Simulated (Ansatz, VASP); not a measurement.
In in VASP and in Ansatz

The input INCAR:

```
SYSTEM = In
PREC = Accurate
ENCUT = 520
EDIFF = 1E-6
ISMEAR = -1
SIGMA = 0.1
LREAL = .False.
LASPH = .True.
NELM = 80
ALGO = Normal
ISIF = 2
LWAVE = .False.
LCHARG = .False.
GGA = PS
NBANDS = 20
```

KPOINTS

```
Automatic mesh
0
Gamma
  9 9 9
  0 0 0
```

Contents of POSCAR:

```
In
1.0
    0.0000000000      3.2358619082      3.2358619082
    3.2358619082      0.0000000000      3.2358619082
    3.2358619082      3.2358619082      0.0000000000
In
2
Direct
    0.1250000000      0.1250000000      0.1250000000
    0.8750000000      0.8750000000      0.8750000000
```

Input for Ansatz:

```yaml
crystal:
  lattice:
    - [0.0, 3.2358619082, 3.2358619082]
    - [3.2358619082, 0.0, 3.2358619082]
    - [3.2358619082, 3.2358619082, 0.0]
  atoms:
    - { symbol: In, position: [0.125, 0.125, 0.125] }
    - { symbol: In, position: [0.875, 0.875, 0.875] }
hamiltonian:
  xc: pbesol
  pseudopotentials:
    kind: paw
    azcp:
      In: "pseudopotentials/In.paw.azcp"
basis:
  ecutwfc: 420
  fft_grid_basis: typed
kpoints:
  mp_grid: { grid: [9, 9, 9], shift: [0, 0, 0] }
magnetization:
  spin_polarized: false
scf:
  occupations: { method: fermi_dirac, width: 0.1 }
  lower_state_search: "off"
output:
  stress: true
  write_density: true
  write_potential: true
  elf: true
  volumetric_format: npy
```

Alike in both runs: task single point; functional PBEsol; k mesh 9 × 9 × 9; occupations fermi-dirac, width 0.1 eV; no spin polarisation.

|  | VASP | Ansatz |
| --- | --- | --- |
| version | VASP 6.6.1 | Ansatz 0.2.0 |
| potentials or method | VASP PAW PBE potentials, release 64 (In_d), cutoff 520 eV | plane waves (420 eV) with PAW, scalar-relativistic |
| valence electrons in the cell | 26 | 26 |

VASP gave:

| Item | Value |
| --- | --- |
| pressure (GPa) | 1.3 |

What did Ansatz give for the same quantities?

Pressure (GPa): 1.4.

VASP's potentials were made for PBE, not for PBEsol, and Ansatz warns of the same on its side.
